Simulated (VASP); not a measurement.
Wanted: the native input for a VASP 6.6.1 run.

- Task: single point
- Functional: PBEsol
- Potentials or basis: VASP PAW PBE potentials, release 64 (Ti_sv)
- Cutoff: 520 eV
- k mesh: 26 × 26 × 26
- Occupations: gaussian, width 0.15 eV
- Spin: no spin polarisation
- Dipole correction: no
- Further INCAR settings: ALGO = Fast; EDIFF = 1e-06; NBANDS = 12

The structure of Ti lies in POSCAR:

```
Ti
1.0
    0.0000000000      2.0786191803      2.0786191803
    2.0786191803      0.0000000000      2.0786191803
    2.0786191803      2.0786191803      0.0000000000
Ti
1
Direct
    0.0000000000      0.0000000000      0.0000000000
```

This cell differs from its parent crystal: strain +0.025 along x and y, +0.025 along z.

One way to write it, as run:

INCAR

```
PREC = Accurate ; ENCUT = 520
EDIFF = 1E-6 ; ISMEAR = 0
SIGMA = 0.15 ; LREAL = F
LASPH = T ; NELM = 100
ALGO = Fast ; ISIF = 2
LWAVE = F ; LCHARG = T
GGA = PS ; LELF = T
LVHAR = T ; NBANDS = 12
```

KPOINTS

```
regular mesh
0
Gamma
  26 26 26
```

Potentials or basis: VASP PAW PBE potentials, release 64 (Ti_sv).

The run is started by

```sh
$ cat potpaw_PBE.64/Ti_sv/POTCAR > POTCAR
$ mpirun -np 1 vasp_std > vasp.out
```

It gave:

| Property | Result |
| --- | --- |
| Pressure | -7.6 GPa |
| Band gap on the k mesh | zero (band 6 reaches 8.60 eV, above the bottom of band 7 at 7.27 eV) |

Caveat: the cell differs from its parent crystal (strain +0.025 along x and y, +0.025 along z); the PAW data sets were made with another functional, which shifts forces and pressure a little.

Wall time 2 min on 1 thread of Intel(R) Xeon(R) Platinum 8488C (Sapphire Rapids), on a shared host, peak memory 0.23 GiB.
